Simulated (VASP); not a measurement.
Input of a VASP 6.6.1 run:

The input INCAR:

```
SYSTEM = B
PREC = Accurate
ENCUT = 500
EDIFF = 1E-6
ISMEAR = -1
SIGMA = 0.1
LREAL = .FALSE.
LASPH = .TRUE.
NELM = 120
ALGO = Normal
ISIF = 2
LWAVE = .FALSE.
LCHARG = .FALSE.
GGA = RP
NBANDS = 8
GGA_COMPAT = .FALSE.
```

KPOINTS

```
regular mesh
0
G
  18 18 18
  0 0 0
```

Contents of POSCAR:

```
B
1.0
    1.9187872449      0.0000000000      0.0000000000
    0.0000000000      1.9187872449      0.0000000000
    0.0000000000      0.0000000000      1.9187872449
B
1
Direct
    0.0000000000      0.0000000000      0.0000000000
```

Potentials or basis: VASP PAW PBE potentials, release 64 (B).

Launch:

```console
$ cat potpaw_PBE.64/B/POTCAR > POTCAR
$ mpirun -np 1 vasp_std > vasp.out
```

(1) Predict the pressure.

## Answers

(1) -7.8 GPa.

Caveat: the PAW data sets were made with another functional, which shifts forces and pressure a little.
